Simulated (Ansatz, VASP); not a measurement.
**BaHfO3 in VASP and in Ansatz**

```
Ba Hf O
1.0
     4.16957    0.00000    0.00000
     0.00000    4.16957    0.00000
     0.00000    0.00000    4.17038
Ba Hf O
1 1 3
Direct
  0.50000 0.50000 0.99642
  0.00000 0.00000 0.49788
  0.00000 0.50000 0.49889
  0.50000 0.00000 0.49889
  0.00000 0.00000 0.99794
```

Alike in both runs: task single point; functional BLYP; k mesh 4 × 4 × 4; occupations gaussian, width 0.1 eV; no spin polarisation.

|  | VASP | Ansatz |
| --- | --- | --- |
| version | VASP 6.6.1 | Ansatz 0.2.0 |
| potentials or method | VASP PAW PBE potentials, release 64 (Ba_sv, Hf_pv, O), cutoff 600 eV | scalar-relativistic, plane waves, PAW |
| valence electrons in the cell | 38 | 54 |

Ansatz gave:

* gap on the k mesh at the Fermi level (eV): 3.75
* least direct gap on the mesh (eV): 3.85
* pressure (GPa): 9.2
* rms of the force components (eV/Å): 0.011

**Question.** Which values does VASP return?

**Answer.** gap on the k mesh at the Fermi level (eV): 3.66; least direct gap on the mesh (eV): 3.87; pressure (GPa): 9.0; rms of the force components (eV/Å): 0.012.

VASP's potentials were made for PBE, not for BLYP. Atom by atom the forces differ by 0.002 eV/Å (rms over components). With one functional, cell and mesh, what is left measures potentials, basis and numerics. VASP's potentials hold 38 valence electrons a cell and Ansatz's 54, so a difference there can come from the potentials and not from the codes.

Spin-orbit coupling is off throughout.
